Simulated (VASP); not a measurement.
Input of a VASP 6.6.1 run:

Contents of INCAR:

```
SYSTEM = Sn
  AGGAC = 1.0
  AGGAX = 1.0
  ALDAC = 0.0
  ALDAX = 1.0
  ALGO = Normal
  EDIFF = 1E-7
  ENCUT = 520
  GGA = B5
  ISIF = 2
  ISMEAR = 1
  LASPH = .TRUE.
  LCHARG = .FALSE.
  LREAL = .FALSE.
  LWAVE = .FALSE.
  NBANDS = 21
  NELM = 60
  PREC = Accurate
  SIGMA = 0.1
```

The input KPOINTS:

```
k-points
0
G
  10 10 10
  0 0 0
```

Contents of POSCAR:

```
Sn
1.0
   -2.9196440000      2.9196440000      1.5938000000
    2.9196440000     -2.9196440000      1.5938000000
    2.9196440000      2.9196440000     -1.5938000000
Sn
2
Direct
    0.0000000000      0.0000000000      0.0000000000
    0.7500000000      0.2500000000      0.5000000000
```

Potentials or basis: VASP PAW PBE potentials, release 64 (Sn_d).

The run is started by

```sh
$ cat potpaw_PBE.64/Sn_d/POTCAR > POTCAR
$ mpirun -np 1 vasp_std > vasp.out
```

(1) Predict the pressure.

(2) What does it give for the band gap on the k mesh?

Answers

(1) 6.8 GPa.

(2) zero (band 14 reaches 9.91 eV, above the bottom of band 15 at 6.10 eV).

Caveat: the PAW data sets were made with another functional, which shifts forces and pressure a little; spin-orbit coupling is left out, which moves the levels of the heavy elements.
